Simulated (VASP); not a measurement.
Write the native input for VASP 6.6.1 that does the following.

| Property | Result |
| --- | --- |
| Task | single point |
| Functional | PBE |
| Dispersion | D3(BJ) |
| Potentials or basis | VASP PAW PBE potentials, release 64 (Cu, Cl) |
| Cutoff | 520 eV |
| k mesh | 2 × 2 × 1 |
| Occupations | methfessel-paxton, width 0.1 eV |
| Spin | no spin polarisation |
| Dipole correction | no |
| Further INCAR settings | ALGO = Normal; EDIFF = 1e-06; NBANDS = 106; NELMDL = -8 |

The structure of Cu16Cl lies in POSCAR:

```
Cu16Cl
1.0
    5.1053109602      0.0000000000      0.0000000000
    2.5526554801      4.4213289857      0.0000000000
    0.0000000000      0.0000000000     22.7527034153
Cu Cl
16 1
Direct
    0.0000000000      0.0000000000      0.1098770500
    0.5000000000      0.0000000000      0.1098770500
    0.0000000000      0.5000000000      0.1098770500
    0.5000000000      0.5000000000      0.1098770500
    0.1666666700      0.1666666700      0.2014808700
    0.6666666700      0.1666666700      0.2014808700
    0.1666666700      0.6666666700      0.2014808700
    0.6666666700      0.6666666700      0.2014808700
    0.8359479000      0.3327220300      0.2911205700
    0.3328663700      0.3328061400      0.2911599100
    0.8338103600      0.8337695200      0.2898505000
    0.3327382500      0.8360089200      0.2911277000
    0.0029567600      0.0026228700      0.3809329400
    0.4969810200      0.0027459500      0.3809588000
    0.0029814300      0.4967950800      0.3809542500
    0.5010190600      0.5007523100      0.3777670900
   -0.1657465800     -0.1658127600      0.4627010700
```

One way to write it, as run:

INCAR

```
SYSTEM = Cu16Cl
ALGO = Normal
EDIFF = 1E-6
ENCUT = 520
GGA = PE
GGA_COMPAT = .FALSE.
ISIF = 2
ISMEAR = 1
IVDW = 12
LASPH = .TRUE.
LCHARG = .FALSE.
LREAL = .FALSE.
LWAVE = .FALSE.
NBANDS = 106
NELM = 120
NELMDL = -8
PREC = Accurate
SIGMA = 0.1
```

KPOINTS

```
k-points
0
G
  2 2 1
  0 0 0
```

Potentials or basis: VASP PAW PBE potentials, release 64 (Cu, Cl).

Command:

```bash
$ cat potpaw_PBE.64/Cu/POTCAR potpaw_PBE.64/Cl/POTCAR > POTCAR
$ mpirun -np 1 vasp_std > vasp.out
```

Results of the run:

```yaml
Largest_force: 0.205 eV/Å
Band_gap_on_the_k_mesh: zero (an odd number of electrons rules out a gap without spin polarisation)
Dispersion_energy_per_atom: -0.432 eV
```

Caveat: the k points lie up to 0.71 Å⁻¹ apart, too coarse for converged energies and pressures of a metal; an odd number of electrons without spin polarisation forces a metal; a magnetic or distorted state may lie lower.

Run time: 23 min on 1 thread of AMD EPYC 7R13 (shared host), peak memory 0.67 GiB.
